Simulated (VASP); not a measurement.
A run of VASP 6.6.1 is set up as follows.

INCAR

```
PREC = Accurate
ENCUT = 600
EDIFF = 1E-6
ISMEAR = 0
SIGMA = 0.1
LREAL = F
LASPH = T
NELM = 60
ALGO = Normal
ISIF = 3
LWAVE = F
LCHARG = F
GGA = PE
IBRION = 2
NSW = 90
EDIFFG = -0.04
```

The input KPOINTS:

```
regular mesh
0
Gamma
  6 6 6
```

File POSCAR:

```
CaNb
1.0
    1.5706506394      0.9068155695      5.0028131478
   -1.5706506394      0.9068155695      5.0028131478
    0.0000000000     -1.8136311389      5.0028131478
Ca Nb
1 1
Direct
    0.0000000000      0.0000000000      0.0000000000
    0.5000000000      0.5000000000      0.5000000000
```

Potentials or basis: VASP PAW PBE potentials, release 64 (Ca_sv, Nb_sv).

The run is started by

```bash
$ cat potpaw_PBE.64/Ca_sv/POTCAR potpaw_PBE.64/Nb_sv/POTCAR > POTCAR
$ mpirun -np 1 vasp_std > vasp.out
```

Q: Estimate the band gap on the k mesh.

A: Zero (an odd number of electrons rules out a gap without spin polarisation).

Q: What does it give for the relaxed volume?

A: 23.78 Å³/atom.

Q: What does it give for the space group after relaxing (to 0.1 Å)?

A: R-3m (No. 166).

Q: What does it give for the relaxed cell?

A: a = 5.921 Å, b = 5.921 Å, c = 5.921 Å, α = 30.55°, β = 30.55°, γ = 30.55°.

Final structure:
```xyz
2
Lattice="1.5601 0.9007 5.6405 -1.5601 0.9007 5.6405 0.0000 -1.8014 5.6405" Properties=species:S:1:pos:R:3 pbc="T T T"
Ca    0.0000    0.0000    0.0000
Nb    0.0000    0.0000    8.4608
```

Caveat: the k points lie up to 0.39 Å⁻¹ apart in the final cell, too coarse for converged energies and pressures of a metal.
